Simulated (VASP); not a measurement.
# SiN (I4mm) in VASP: single point with PBE

Aim: the single point of SiN with PBE.

Everything below comes from runs of VASP 6.6.1. Logs are shortened: lines on timing, memory, paths and dates and some standing lists are left out, and cuts for length are marked.

## Step 1: The cell of the first run

It takes space group I4mm (No. 107, tetragonal). The conventional cell has a = 2.950 Å, b = 2.950 Å, c = 4.607 Å, α = 90.00°, β = 90.00°, γ = 90.00°. Si (site symmetry 4mm) has 5 N at 1.88 to 2.13 Å within 2.5 Å. N (site symmetry 4mm) has 5 Si at 1.88 to 2.13 Å within 2.5 Å.

## Step 2: Single point, PBE

Contents of INCAR:

```
PREC = Accurate ; ENCUT = 600
EDIFF = 1E-6 ; ISMEAR = 0
SIGMA = 0.2 ; LREAL = F
LASPH = T ; NELM = 120
ALGO = Normal ; ISIF = 2
LWAVE = F ; LCHARG = F
GGA = PE ; NBANDS = 12
GGA_COMPAT = F
```

Contents of KPOINTS:

```
regular mesh
0
Gamma
  9 9 9
```

Contents of POSCAR:

```
SiN
1.0
   -1.4748070994      1.4748070994      2.3034697580
    1.4748070994     -1.4748070994      2.3034697580
    1.4748070994      1.4748070994     -2.3034697580
Si N
1 1
Direct
    0.4175259999      0.4175259999      0.0000000000
    0.0104740001      0.0104740001      0.0000000000
```

Potentials or basis: VASP PAW PBE potentials, release 64 (Si, N).

The run is started by

```sh
$ cat potpaw_PBE.64/Si/POTCAR potpaw_PBE.64/N/POTCAR > POTCAR
$ mpirun -np 1 vasp_std > vasp.out
```

OUTCAR:

```text
PREC = Accurate
   ENCUT = 600
   EDIFF = 1E-6
   ISMEAR = 0
   LREAL = F
   LASPH = T
   NELM = 120
   ISIF = 2
   GGA = PE

 ion  position               nearest neighbor table
   1  0.418  0.418  0.000-   2 1.88   2 2.13   2 2.13   2 2.13   2 2.13
   2  0.010  0.010  0.000-   1 1.88   1 2.13   1 2.13   1 2.13   1 2.13

  LATTYP: Found a body centered tetragonal cell.
 ALAT       =     2.9496141988
 C/A-ratio  =     1.5618786748

  Lattice vectors:

 A1 = (  -1.4748070994,   1.4748070994,   2.3034697580)
 A2 = (   1.4748070994,  -1.4748070994,   2.3034697580)
 A3 = (   1.4748070994,   1.4748070994,  -2.3034697580)

Analysis of symmetry for initial positions (statically):
=====================================================================
 Subroutine PRICEL returns:
 Original cell was already a primitive cell.

 Routine SETGRP: Setting up the symmetry group for a
 body centered tetragonal supercell.

 Subroutine GETGRP returns: Found  8 space group operations
 (whereof  8 operations were pure point group operations)
 out of a pool of 16 trial point group operations.

The static configuration has the point symmetry C_4v.

Analysis of symmetry for dynamics (positions and initial velocities):
=====================================================================
 Subroutine PRICEL returns:
 Original cell was already a primitive cell.

 Routine SETGRP: Setting up the symmetry group for a
 body centered tetragonal supercell.

 Subroutine GETGRP returns: Found  8 space group operations
 (whereof  8 operations were pure point group operations)
 out of a pool of 16 trial point group operations.

The dynamic configuration has the point symmetry C_4v.

 Subroutine INISYM returns: Found  8 space group operations
 (whereof  8 operations are pure point group operations),
 and found     1 'primitive' translations

----------------------------------------------------------------------------------------

                                     Primitive cell

  volume of cell :      20.0407

  direct lattice vectors                    reciprocal lattice vectors
    -1.474807099  1.474807099  2.303469758     0.000000000  0.339027389  0.217063844
     1.474807099 -1.474807099  2.303469758     0.339027389  0.000000000  0.217063844
     1.474807099  1.474807099 -2.303469758     0.339027389  0.339027389  0.000000000

  length of vectors
     3.107424156  3.107424156  3.107424156     0.402562148  0.402562148  0.479457131

  position of ions in fractional coordinates (direct lattice)
     0.417526000  0.417526000  0.000000000
     0.010474000  0.010474000  0.000000000

  ion indices of the primitive-cell ions
   primitive index   ion index
                 1           1
                 2           2

----------------------------------------------------------------------------------------

 KPOINTS: regular mesh

Automatic generation of k-mesh.
 Grid dimensions read from file:
 generate k-points for:    9    9    9

 Generating k-lattice:

  Cartesian coordinates                     Fractional coordinates (reciprocal lattice)
     0.000000000  0.037669710  0.024118205     0.111111111  0.000000000  0.000000000
     0.037669710  0.000000000  0.024118205     0.000000000  0.111111111  0.000000000
     0.037669710  0.037669710  0.000000000     0.000000000  0.000000000  0.111111111

  Length of vectors
     0.044729128  0.044729128  0.053273015

  Shift w.r.t. Gamma in fractional coordinates (k-lattice)
     0.000000000  0.000000000  0.000000000

 Subroutine IBZKPT returns following result:
 ===========================================

 Found     75 irreducible k-points:

 Following reciprocal coordinates:
            Coordinates               Weight
  0.000000  0.000000  0.000000      1.000000
  0.111111  0.000000 -0.000000      8.000000
  0.222222 -0.000000  0.000000      8.000000
  0.333333 -0.000000  0.000000      8.000000
  0.444444 -0.000000  0.000000      8.000000
  0.111111  0.111111  0.000000      8.000000
[... 16 lines left out ...]
 -0.333333  0.333333  0.000000      4.000000
  0.444444  0.444444  0.000000      8.000000
 [... further k-points ...]
   k-points           NKPTS =     75   k-points in BZ     NKDIM =     75   number of bands    NBANDS=     12
   number of dos      NEDOS =    301   number of ions     NIONS =      2
   total plane-waves  NPLWV =  21952
   dimension x,y,z NGX =    28 NGY =   28 NGZ =   28
   dimension x,y,z NGXF=    56 NGYF=   56 NGZF=   56
   ions per type =               1   1
   NGX,Y,Z   is equivalent  to a cutoff of  14.98, 14.98, 14.98 a.u.
   NGXF,Y,Z  is equivalent  to a cutoff of  29.96, 29.96, 29.96 a.u.
 SYSTEM =  unknown system
   PREC   = accura    normal or accurate (medium, high low for compatibility)
   ISTART =      0    job   : 0-new  1-cont  2-samecut
   ICHARG =      2    charge: 1-file 2-atom 10-const
   ISPIN  =      1    spin polarized calculation?
   LNONCOLLINEAR =      F non collinear calculations
   LSORBIT =      F    spin-orbit coupling
   LASPH  =      T    aspherical Exc in radial PAW
   ENCUT  =  600.0 eV  44.10 Ry    6.64 a.u.   6.21  6.21  6.21*2*pi/ulx,y,z
   NELM   =    120;   NELMIN=  2; NELMDL= -5     # of ELM steps
   EDIFF  = 0.1E-05   stopping-criterion for ELM
   LREAL  =      F    real-space projection
   EDIFFG = 0.1E-04   stopping-criterion for IOM
   NSW    =      0    number of steps for IOM
   IBRION =     -1    ionic relax: 0-MD 1-quasi-New 2-CG
   NFREE  =      0    steps in history (QN), initial steepest desc. (CG)
   ISIF   =      2    stress and relaxation
   ISYM   =      2    0-nonsym 1-usesym 2-fastsym
   POTIM  = 0.5000    time-step for ionic-motion
   TEBEG  =    0.0;   TEEND  =   0.0 temperature during run
   PSTRESS=    0.0 pullay stress
   NELECT =       9.0000    total number of electrons
   NUPDOWN=      -1.0000    fix difference up-down
   EMIN   =  10.00;   EMAX   =-10.00  energy-range for DOS
   EFERMI =   0.00;   METHOD = LEGACY
   ISMEAR =     0;   SIGMA  =   0.20  broadening in eV -4-tet -1-fermi 0-gaus
   EFERMI_NEDOS =   21; number of points for ismear=-14 and -15
   IALGO  =     38    algorithm
   IMIX   =      4    mixing-type and parameters
     AMIX     =   0.40;   BMIX     =  1.00
     AMIX_MAG =   1.60;   BMIX_MAG =  1.00
  volume/ion in A,a.u.               =      10.02        67.62
  Fermi-wavevector in a.u.,A,eV,Ry     =   1.253674  2.369101 21.384263  1.571699
  Thomas-Fermi vector in A             =   2.387516
   LORBIT       =      0    0 simple, 1 ext, 2 COOP (PROOUT), +10 PAW based schemes
   GGA     = PE    functional components
   LHFCALC =     F    Hartree Fock is set to
   AEXX    =    0.0000 exact exchange contribution
   IVDW    =     0    specifies the selected vdW correction
   LEPSILON=     F    determine dielectric tensor
   LRPA    =     F    only Hartree local field effects (RPA)
 non-spin polarized calculation
 Gauss-broadening in eV      SIGMA  =   0.20
  energy-cutoff  :      600.00
  volume of cell :       20.04
 maximum number of plane-waves:       682
 NGX is ok and might be reduce to    28
   NGX = 13   NGY = 13   NGZ = 13

 number of electron       9.0000000 magnetization

 Free energy of the ion-electron system (eV)
  ---------------------------------------------------
  ext. energy  EPLUGINS =         0.00000000
  ---------------------------------------------------
  free energy    TOTEN  =       -13.09806695 eV

  energy without entropy =      -13.08421924  energy(sigma->0) =      -13.09114310

 E-fermi :  11.3209     XC(G=0): -11.7962

 val. band max:       11.2615193241   @ k =   0.4444  -0.0000   0.0000
 cond. band min:      11.3455792119   @ k =  -0.3333  -0.4444   0.2222
 fundamental gap:      0.0840598878
 Fermi energy:        11.3208877899

 k-point     1 :       0.0000    0.0000    0.0000
  band No.  band energies     occupation
      1      -9.0590      2.00000
      2       6.7457      2.00000
      3       7.1743      2.00000
      4       7.1743      2.00000
      5       8.8104      2.00000
      6      17.4670      0.00000
      7      17.4670      0.00000
      8      18.2447      0.00000
      9      18.2555      0.00000
     10      22.7492      0.00000
     11      22.7492      0.00000
     12      23.4853      0.00000

 k-point     2 :       0.1111    0.0000   -0.0000
  band No.  band energies     occupation
      1      -8.8416      2.00000
      2       5.4540      2.00000
      3       6.7708      2.00000
      4       7.1399      2.00000
      5      10.0025      2.00000
      6      16.2724      0.00000
      7      17.4866      0.00000
      8      17.7540      0.00000
      9      19.3396      0.00000
     10      21.4986      0.00000
     11      21.5955      0.00000
     12      24.6860      0.00000

 k-point     3 :       0.2222   -0.0000    0.0000
  band No.  band energies     occupation
      1      -8.2155      2.00000
      2       3.1628      2.00000
      3       6.4166      2.00000
      4       7.0671      2.00000
      5      11.1312      1.82013
      6      15.1376      0.00000
      7      16.9389      0.00000
      8      16.9911      0.00000
      9      20.1184      0.00000
     10      21.4818      0.00000
     11      21.5013      0.00000
     12      27.1064      0.00000
[... 286 lines left out ...]
 k-point    23 :      -0.3333    0.3333    0.0000
  band No.  band energies     occupation
      1      -6.5964      2.00000
      2       2.0819      2.00000
      3       4.7604      2.00000
      4       5.0205      2.00000
      5       9.1864      2.00000
      6      12.6881      0.00000
      7      16.8139      0.00000
      8      18.3947      0.00000
      9      21.1704      0.00000
     10      24.4552      0.00000
     11      28.8169      0.00000
     12      28.8738      0.00000

 k-point    24 :       0.4444    0.4444    0.0000
  band No.  band energies     occupation
      1      -5.2732      2.00000
      2       1.0855      2.00000
      3       3.2891      2.00000
      4       4.5996      2.00000
      5       7.6991      2.00000
      6      12.4871      0.00000
      7      18.5548      0.00000
      8      18.8232      0.00000
      9      21.4064      0.00000
     10      27.0813      0.00000
     11      28.0707      0.00000
     12      30.3937      0.00000

 [... further k-points ...]
[... 5 lines left out ...]
  --------------------------------------------------------------------------------------
  -------------------------------------------------------------------------------------
  Total       -0.1127570     -0.1127570     -0.0573783      0.0000000     -0.0000000      0.0000000
  in kB       -9.0144930     -9.0144930     -4.5871776      0.0000000     -0.0000000      0.0000000
  external PRESSURE =      -7.5387212 kB  Pullay stress =       0.0000000 kB

 VOLUME and BASIS-vectors are now :
 -----------------------------------------------------------------------------
  energy-cutoff  :      600.00
  volume of cell :       20.04
      direct lattice vectors                 reciprocal lattice vectors
    -1.474807099  1.474807099  2.303469758     0.000000000  0.339027389  0.217063844
     1.474807099 -1.474807099  2.303469758     0.339027389  0.000000000  0.217063844
     1.474807099  1.474807099 -2.303469758     0.339027389  0.339027389  0.000000000

 POSITION                                       TOTAL-FORCE (eV/Angst)
 -----------------------------------------------------------------------------------
      0.00000      0.00000      1.92352         0.000000      0.000000      0.003829
      0.00000      0.00000      0.04825        -0.000000     -0.000000     -0.003829
 -----------------------------------------------------------------------------------
    total drift:                                0.000000      0.000000     -0.000153

  FREE ENERGIE OF THE ION-ELECTRON SYSTEM (eV)
  ---------------------------------------------------
  free  energy   TOTEN  =       -13.0980669522 eV

  energy  without entropy=      -13.0842192399  energy(sigma->0) =      -13.09114310
```

Wall time 36 s (1 thread of AMD EPYC 7R13, shared host); peak memory 0.13 GiB.

Results:

```yaml
Free_energy: -13.0981 eV
Pressure: -0.8 GPa
Largest_force: 0.004 eV/Å
```

Forces on the atoms (eV/Å):
```
Si   0.000  0.000  0.004
N    0.000  0.000 -0.004
```

Levels at points of the mesh, in eV from the Fermi level:
```csv
k point,band 1,band 2,band 3,band 4,band 5,band 6,band 7,band 8,band 9,band 10
"(0.00, 0.00, 0.00)",-20.38,-4.58,-4.15,-4.15,-2.51,6.15,6.15,6.92,6.93,11.43
```
